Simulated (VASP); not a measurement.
P:

```
P
1.0
    -3.44339    3.44339    2.84122
     3.44339   -3.44339    2.84122
     3.44339    3.44339   -2.84122
P
8
Cartesian
  -1.0208 2.4226 1.0615
  1.0208 4.4642 1.0615
  4.4642 -1.0208 1.0615
  2.4226 1.0208 1.0615
  1.0208 2.4226 1.7797
  -1.0208 4.4642 1.7797
  2.4226 -1.0208 1.7797
  4.4642 1.0208 1.7797
```

The cell was generated, and may not be a known phase.

- Program: VASP 6.6.1
- Task: relaxation of cell and atoms
- Functional: PBE
- Potentials or basis: VASP PAW PBE potentials, release 64 (P)
- Cutoff: 600 eV
- k mesh: 4 × 4 × 4
- Occupations: gaussian, width 0.1 eV
- Spin: no spin polarisation

At the start: pressure 22.3 GPa; volume 16.84 Å³/atom.

How do energy, volume and symmetry change on relaxing?

Over 36 steps the energy falls by 680.8 meV/atom and the volume is 20.70 Å³/atom (+22.9 %); space group I4/mcm (No. 140, to 0.1 Å) before and after.

Step by step:
```csv
step,energy change (eV),largest force (eV/Å),pressure (GPa),volume (Å³)
1,0.0000,1.1120,22.34,134.75
2,-3.4266,0.2166,0.80,185.85
3,-3.4483,0.2588,-1.62,196.51
4,-3.4587,0.2401,-0.84,192.77
5,-3.7467,0.3000,-0.19,191.95
6,-2.3298,5.1627,11.04,187.35
7,-3.8373,0.5191,0.29,191.53
8,-3.8569,1.2783,1.92,190.58
9,-3.8767,0.9119,1.12,191.02
10,-4.0269,1.0500,0.89,192.55
11,-4.2968,1.5224,1.21,196.39
12,-4.4658,1.2218,0.13,198.17
13,-4.6838,0.2971,-2.94,203.44
14,-4.7499,0.2320,-2.63,200.67
15,-4.8874,0.2276,-1.44,192.51
16,-4.7116,1.3684,3.09,176.85
17,-4.9105,0.3689,-0.66,188.98
18,-4.9118,0.4257,-0.42,187.94
19,-4.9476,0.4284,-0.56,186.24
20,-5.0567,0.5183,-0.96,181.19
21,-5.2247,0.4458,-0.96,171.35
22,-4.6828,0.6510,4.56,152.64
23,-5.2227,0.4488,-0.66,169.40
24,-5.2427,0.4160,-0.56,168.64
25,-5.2969,0.3481,-0.23,166.36
26,-5.3569,0.0913,0.96,161.86
27,-5.3579,0.0524,1.20,161.15
28,-5.3839,0.0465,1.08,161.68
29,-5.4314,0.0897,0.76,163.28
30,-5.3971,0.2502,0.35,166.43
31,-5.4395,0.1376,0.62,164.24
32,-5.4422,0.1060,0.38,164.70
33,-5.4445,0.0549,-0.29,166.09
34,-5.4448,0.0558,-0.14,165.76
35,-5.4453,0.0485,-0.12,165.72
36,-5.4463,0.0291,-0.08,165.62
```

Final structure:
```cif
data_structure
_symmetry_space_group_name_H-M 'P 1'
_symmetry_Int_Tables_number 1
_cell_length_a 6.3107
_cell_length_b 6.3107
_cell_length_c 6.3107
_cell_angle_alpha 98.651
_cell_angle_beta 98.651
_cell_angle_gamma 134.361
_cell_volume 165.62
loop_
_atom_site_label
_atom_site_type_symbol
_atom_site_fract_x
_atom_site_fract_y
_atom_site_fract_z
_atom_site_occupancy
P1 P 0.57658 0.07658 0.19910 1
P2 P 0.87749 0.37749 0.80090 1
P3 P 0.07658 0.87749 0.50000 1
P4 P 0.37749 0.57658 0.50000 1
P5 P 0.62251 0.42342 0.50000 1
P6 P 0.92342 0.12251 0.50000 1
P7 P 0.12251 0.62251 0.19910 1
P8 P 0.42342 0.92342 0.80090 1
```

Caveat: the volume moved by over 15 % at a fixed basis, so the end points are rough.
